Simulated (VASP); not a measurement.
AgCl:

```
CELL_PARAMETERS angstrom
3.39559 0.06995 0.00000
0.06995 3.39559 0.00000
0.00000 0.00000 3.39559
ATOMIC_POSITIONS crystal
Ag 0.00000 0.00000 0.00000
Cl 0.50000 0.50000 0.50000
```

This cell differs from its parent crystal: shear xy strain +4.1%.

Base run:

```yaml
Program: VASP 6.6.1
Functional: r2SCAN
Potentials_or_basis: VASP PAW PBE potentials, release 64 (Ag, Cl)
Cutoff: 520 eV
k_mesh: 8 × 8 × 8
Occupations: gaussian, width 0.01 eV
Spin: no spin polarisation
```

Its results: band gap on the k mesh 1.05 eV (least direct gap 2.78 eV); pressure -0.1 GPa.

Problem. The run is repeated on the same cell with these changes: functional from r2SCAN to PBE; occupations from gaussian, width 0.01 eV to fermi-dirac, width 0.02 eV. What comes out?

Solution. Band gap on the k mesh 0.46 eV (least direct gap 2.11 eV); pressure 1.5 GPa.

Caveats: the PAW data sets were made with another functional, which shifts forces and pressure a little (at least some runs).

A k mesh can miss the band edges.
